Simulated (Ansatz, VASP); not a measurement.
**AlN in VASP and in Ansatz**

File POSCAR:

```
AlN
1.0
    0.0000000000      2.1839935596      2.1839935596
    2.1839935596      0.0000000000      2.1839935596
    2.1839935596      2.1839935596      0.0000000000
Al N
1 1
Direct
   -0.0066088825     -0.0066088825     -0.0066088825
    0.7500000000      0.7500000000      0.7500000000
```

The input INCAR.step1:

```
SYSTEM = AlN
PREC = Accurate ; ENCUT = 520
ISMEAR = 0 ; SIGMA = 0.05
LREAL = .False. ; LASPH = .True.
NELM = 80 ; NBANDS = 11
GGA = PE ; ALGO = Normal
EDIFF = 1E-4 ; LWAVE = .True.
LCHARG = .False.
```

Contents of INCAR.step2:

```
SYSTEM = AlN
PREC = Accurate ; ENCUT = 520
EDIFF = 1E-6 ; ISMEAR = 0
SIGMA = 0.05 ; LREAL = .False.
LASPH = .True. ; NELM = 80
ALGO = Normal ; ISIF = 2
LWAVE = .False. ; LCHARG = .False.
METAGGA = R2SCAN ; LMIXTAU = .True.
NBANDS = 11 ; ISTART = 1
```

File KPOINTS:

```
Automatic mesh
0
Gamma
  10 10 10
  0 0 0
```

Input for Ansatz:

```yaml
crystal:
  lattice:
    - [0.0, 2.1839935596, 2.1839935596]
    - [2.1839935596, 0.0, 2.1839935596]
    - [2.1839935596, 2.1839935596, 0.0]
  atoms:
    - { symbol: Al, position: [-0.0066088825, -0.0066088825, -0.0066088825] }
    - { symbol: "N", position: [0.75, 0.75, 0.75] }
basis:
  ecutwfc: 500
kpoints:
  mp_grid: { grid: [10, 10, 10] }
hamiltonian:
  xc: r2scan
scf:
  occupations: { method: gaussian, width: 0.05 }
output:
  forces: true
  stress: true
  eigenvalues: true
```

Change from the starting cell: all Al atoms moved -0.050 Å, as atom 1 along Cartesian [1 1 1].

Alike in both runs: task single point; functional r2SCAN; k mesh 10 × 10 × 10; occupations gaussian, width 0.05 eV; no spin polarisation.

```csv
,VASP,Ansatz
version,VASP 6.6.1,Ansatz 0.2.0
potentials or method,"VASP PAW PBE potentials, release 64 (Al, N), cutoff 520 eV","scalar-relativistic, plane waves, PAW"
valence electrons in the cell,8,8
```

```csv
,VASP,Ansatz,Ansatz less VASP
gap on the k mesh at the Fermi level (eV),3.86,3.86,+0.006
least direct gap on the mesh (eV),4.81,4.77,-0.040
pressure (GPa),0.2,0.6,+0.37
"traceless stress, the component that is largest in VASP (GPa)",2.23,2.19,-0.045
rms of the force components (eV/Å),0.492,0.487,-0.0055
```

VASP's potentials were made for PBE, not for r2SCAN. Atom by atom the forces differ by 0.006 eV/Å (rms over components).
